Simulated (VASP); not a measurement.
A run of VASP 6.6.1 is set up as follows.

The input INCAR:

```
SYSTEM = Fe
  PREC = Accurate
  ENCUT = 600
  EDIFF = 1E-6
  ISMEAR = -1
  SIGMA = 0.1
  LREAL = .False.
  LASPH = .True.
  NELM = 200
  ALGO = Normal
  ISIF = 2
  LWAVE = .False.
  LCHARG = .False.
  ISPIN = 2
  MAGMOM = 4 4
  LORBIT = 11
  LMAXMIX = 4
  GGA = PS
  NBANDS = 19
  ISYM = 0
  GGA_COMPAT = .False.
```

KPOINTS

```
Automatic mesh
0
Gamma
  12 11 6
  0 0 0
```

POSCAR

```
Fe
1.0
    1.4333000000     -1.4333000000     -1.4333000000
   -2.8666000000      0.0000000000      0.0000000000
    0.0000000000      2.8666000000     -2.8666000000
Fe
2
Direct
    0.0000000000      0.0000000000      0.0000000000
    0.0000000000      0.5000000000      0.5000000000
```

Potentials or basis: VASP PAW PBE potentials, release 64 (Fe).

The run is started by

```console
$ cat potpaw_PBE.64/Fe/POTCAR > POTCAR
$ mpirun -np 1 vasp_std > vasp.out
```

Problem. Predict the pressure.

Solution. -14.7 GPa.

Problem. Estimate the net moment.

Solution. 4.51 μB per cell.

Stress tensor (GPa, compression positive):
```
-14.59   0.08   0.08
  0.08 -14.72   0.09
  0.08   0.09 -14.72
```

Caveat: the cell stands under tension; the PAW data sets were made with another functional, which shifts forces and pressure a little.
